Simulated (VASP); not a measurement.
MgO: single point with PBEsol

**The experiment to reproduce.**

“Electronic structure of alkaline earth and post-transition metal oxides”, 2009, arxiv:0908.1581 quotes, for a bulk crystal of MgO: band gap 7.83 eV.

MgO:

```
Mg O
1.0
     0.00000    2.09660    2.09660
     2.09660    0.00000    2.09660
     2.09660    2.09660    0.00000
Mg O
1 1
Direct
  0.00000 0.00000 0.00000
  0.50000 0.50000 0.50000
```

* Program: VASP 6.6.1
* Task: single point
* Functional: PBEsol
* Potentials or basis: VASP PAW PBE potentials, release 64 (Mg, O)
* Cutoff: 520 eV
* k mesh: 10 × 10 × 10
* Occupations: gaussian, width 0.01 eV
* Spin: no spin polarisation
* Dipole correction: no
* Further INCAR settings: ALGO = Normal; EDIFF = 1e-06; NBANDS = 11

The pressure is 1.9 GPa and the band gap on the k mesh is 4.77 eV, direct.

Levels at points of the mesh, in eV from the valence-band top:
| k point | band 1 | band 2 | band 3 | band 4 | band 5 | band 6 | band 7 | band 8 |
| --- | --- | --- | --- | --- | --- | --- | --- | --- |
| (0.00, 0.00, 0.00) | -17.28 | 0.00 | 0.00 | 0.00 | 4.77 | 15.71 | 15.71 | 15.71 |
| (0.50, 0.00, 0.00) | -15.93 | -4.74 | -0.68 | -0.68 | 7.83 | 12.66 | 16.31 | 16.31 |
| (0.50, 0.50, 0.00) | -15.66 | -4.20 | -1.39 | -1.39 | 8.94 | 10.02 | 13.12 | 19.05 |

Wall time 9.4 s on 1 thread of Intel(R) Xeon(R) Platinum 8375C CPU @ 2.90GHz (Ice Lake), with other jobs on the host, peak memory 0.14 GiB.

Against the measured gap of MgO, 7.83 eV (quoted in “Electronic structure of alkaline earth and post-transition metal oxides”, 2009, arxiv:0908.1581), the calculated 4.77 eV is off by -3.06 eV. The value is that of PBEsol, without temperature or zero-point motion. Semilocal functionals fall short of measured gaps as a rule.

Caveat: the PAW data sets were made with another functional, which shifts forces and pressure a little.
